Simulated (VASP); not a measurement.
A run of VASP 6.6.1:

The input INCAR:

```
SYSTEM = Cu8O7
PREC = Accurate ; ENCUT = 520
EDIFF = 1E-7 ; ISMEAR = -1
SIGMA = 0.05 ; LREAL = Auto
LASPH = .TRUE. ; NELM = 100
ALGO = Normal ; ISIF = 2
LWAVE = .FALSE. ; LCHARG = .FALSE.
NBANDS = 78
```

File KPOINTS:

```
regular mesh
0
G
  3 3 3
  0 0 0
```

Contents of POSCAR:

```
Cu8O7
1.0
    4.6837000000     -3.4226000000      0.0000000000
    4.6837000000      3.4226000000      0.0000000000
   -0.8500270000      0.0000000000      5.0578690000
Cu O
8 7
Direct
    0.0198285132      0.2518288753     -0.0144071131
    0.2425962626      0.0156120850      0.4874819983
   -0.0156120850      0.7574037374      0.0125180017
    0.2565199351      0.5125278624      0.4861345057
    0.5160031374      0.2493857782     -0.0171560749
    0.7481711247     -0.0198285132      0.5144071131
    0.4874721376      0.7434800649      0.0138654943
    0.7506142218      0.4839968626      0.5171560749
    0.2957557975      0.2386937806      0.2259495110
    0.2229038070      0.2986075413      0.7114841589
    0.2613808919      0.7386191081      0.2500000000
    0.2146643579      0.7853356421      0.7500000000
    0.7462032202      0.2537967798     -0.2500000000
    0.7613062194      0.7042442025      0.2740504890
    0.7013924587      0.7770961930      0.7885158411
```

Potentials or basis: VASP PAW LDA potentials, release 64 (Cu, O).

Command:

```bash
$ cat potpaw_LDA.64/Cu/POTCAR potpaw_LDA.64/O/POTCAR > POTCAR
$ mpirun -np 1 vasp_std > vasp.out
```

Hardware: 1 thread of Intel(R) Xeon(R) 6975P-C (Granite Rapids), with other jobs on the host.

**Question.** Estimate the wall time of this run.

**Answer.** Wall time 4.4 min on 1 thread of Intel(R) Xeon(R) 6975P-C (Granite Rapids), on a shared host, peak memory 0.28 GiB. Counts: scf iterations 24, k points 10.
